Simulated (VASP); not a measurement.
Set up this calculation in VASP 6.6.1, as the native input.

| Quantity | Value |
| --- | --- |
| Task | single point |
| Functional | PBEsol |
| Potentials or basis | VASP PAW PBE potentials, release 64 (B, N) |
| Cutoff | 520 eV |
| k mesh | 12 × 12 × 4 |
| Occupations | gaussian, width 0.05 eV |
| Spin | no spin polarisation |
| Dipole correction | no |
| Further INCAR settings | ALGO = Normal; EDIFF = 1e-06; NBANDS = 16 |

The structure of BN lies in POSCAR:

```
BN
1.0
    2.4413919117      0.0000000000      0.0000000000
   -1.2206959559      2.1143074161      0.0000000000
    0.0000000000      0.0000000000      6.9942600000
B N
2 2
Direct
    0.3333333333      0.6666666667      0.2500000000
    0.6666666667      0.3333333333      0.7500000000
    0.3333333333      0.6666666667      0.7500000000
    0.6666666667      0.3333333333      0.2500000000
```

This cell differs from its parent crystal: strain -0.025 along x and y, +0.050 along z.

One way to write it, as run:

INCAR

```
PREC = Accurate ; ENCUT = 520
EDIFF = 1E-6 ; ISMEAR = 0
SIGMA = 0.05 ; LREAL = F
LASPH = T ; NELM = 60
ALGO = Normal ; ISIF = 2
LWAVE = F ; LCHARG = T
GGA = PS ; LELF = T
LVHAR = T ; NBANDS = 16
```

KPOINTS

```
regular mesh
0
Gamma
  12 12 4
```

Potentials or basis: VASP PAW PBE potentials, release 64 (B, N).

The run is started by

```bash
$ cat potpaw_PBE.64/B/POTCAR potpaw_PBE.64/N/POTCAR > POTCAR
$ mpirun -np 1 vasp_std > vasp.out
```

Results of the run:

The pressure is 19.8 GPa and the band gap on the k mesh is 4.38 eV, indirect (least direct gap 4.78 eV).

Caveat: the cell differs from its parent crystal (strain -0.025 along x and y, +0.050 along z); the PAW data sets were made with another functional, which shifts forces and pressure a little; this functional lacks dispersion, which binds the layers, so the pressure and a relaxed spacing across them are unreliable.

Run time: 23 s on 1 thread of AMD EPYC 7R43 64-Core Processor (Zen 3), with other jobs on the host, peak memory 0.12 GiB.
